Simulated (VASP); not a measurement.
Wanted: the native input for a VASP 6.6.1 run.

```yaml
Task: single point
Functional: PBE
Dispersion: D3(BJ)
Potentials_or_basis: VASP PAW PBE potentials, release 64 (C)
Cutoff: 520 eV
k_mesh: 3 × 2 × 1
Occupations: gaussian, width 0.05 eV
Spin: no spin polarisation
Dipole_correction: yes
Further_INCAR_settings: LREAL = Auto; ALGO = Normal; EDIFF = 1e-06; NBANDS = 126
```

The structure of C lies in POSCAR:

```
C
1.0
    5.0301999808      0.0000000000      0.0000000000
    0.0000000000      7.1137770343      0.0000000000
    0.0000000000      0.0000000000     26.2590499760
C
48
Direct
    0.2500000000      0.5000000000      0.3046568709
    0.2500000000      0.0000000000      0.3046568709
    0.7500000000      0.5000000000      0.3046568709
    0.7500000000      0.0000000000      0.3046568709
    0.5000000000      0.6250000000      0.3046568709
    0.5000000000      0.1250000000      0.3046568709
    0.0000000000      0.6250000000      0.3046568709
    0.0000000000      0.1250000000      0.3046568709
    0.5000000000      0.7500000000      0.3525470268
    0.5000000000      0.2500000000      0.3525470268
    0.0000000000      0.7500000000      0.3525470268
    0.0000000000      0.2500000000      0.3525470268
    0.7500000000      0.8750000000      0.3525470268
    0.7500000000      0.3750000000      0.3525470268
    0.2500000000      0.8750000000      0.3525470268
    0.2500000000      0.3750000000      0.3525470268
    0.7500000000      0.0000000000      0.4004371826
    0.7500000000      0.5000000000      0.4004371826
    0.2500000000      0.0000000000      0.4004371826
    0.2500000000      0.5000000000      0.4004371826
    0.0000000000      0.1250000000      0.4004371826
    0.0000000000      0.6250000000      0.4004371826
    0.5000000000      0.1250000000      0.4004371826
    0.5000000000      0.6250000000      0.4004371826
    0.0000487394      0.2505439833      0.4480479062
    0.0000545059      0.7506349568      0.4480385869
    0.4999583717      0.2503002084      0.4482306272
    0.5000127453      0.7504918083      0.4480916708
    0.2500358409      0.3743621545      0.4481227314
    0.2500328747      0.8745506687      0.4481661890
    0.7500298874      0.3742771756      0.4480212295
    0.7499418628      0.8743143274      0.4479817437
    0.2500589138      0.5048641955      0.4974276864
    0.2500494853      0.0045312087      0.4975448604
    0.7502170661      0.5045638534      0.4972907609
    0.7496819167      0.0047558661      0.4974658241
    0.5005087855      0.6205844175      0.4973859192
    0.4997789717      0.1210119456      0.4974053580
   -0.0000691093      0.6208087194      0.4973286103
    0.0000354634      0.1202479113      0.4975710787
    0.5001202532      0.7635285938      0.5384946130
    0.4999668739      0.2635677898      0.5393399998
    0.0008368490      0.7639129540      0.5383135220
    0.0000713185      0.2652887585      0.5379185294
    0.7496320933      0.8599961143      0.5375198356
    0.7497280220      0.3606368739      0.5377402983
    0.2498829629      0.8600482255      0.5383477468
    0.2501721936      0.3602485154      0.5378687998
```

One way to write it, as run:

INCAR

```
  PREC = Accurate
  ENCUT = 520
  EDIFF = 1E-6
  ISMEAR = 0
  SIGMA = 0.05
  LREAL = Auto
  LASPH = True
  NELM = 100
  ALGO = Normal
  ISIF = 2
  LWAVE = False
  LCHARG = False
  LDIPOL = True
  IDIPOL = 3
  DIPOL = 0.5 0.5 0.424
  GGA = PE
  IVDW = 12
  NBANDS = 126
```

KPOINTS

```
Automatic mesh
0
Gamma
  3 2 1
```

Potentials or basis: VASP PAW PBE potentials, release 64 (C).

Command:

```console
$ cat potpaw_PBE.64/C/POTCAR > POTCAR
$ mpirun -np 1 vasp_std > vasp.out
```

Results of the run:

```
Largest force              : 4.683 eV/Å
Band gap on the k mesh     : zero (bands 96 and 97 overlap by 0.10 eV)
Dispersion energy per atom : -0.156 eV
```

Caveat: the k points lie up to 0.44 Å⁻¹ apart.

Wall time 18 min on 1 thread of AMD EPYC 9R45 96-Core Processor (Zen 5), with other jobs on the host, peak memory 0.89 GiB.
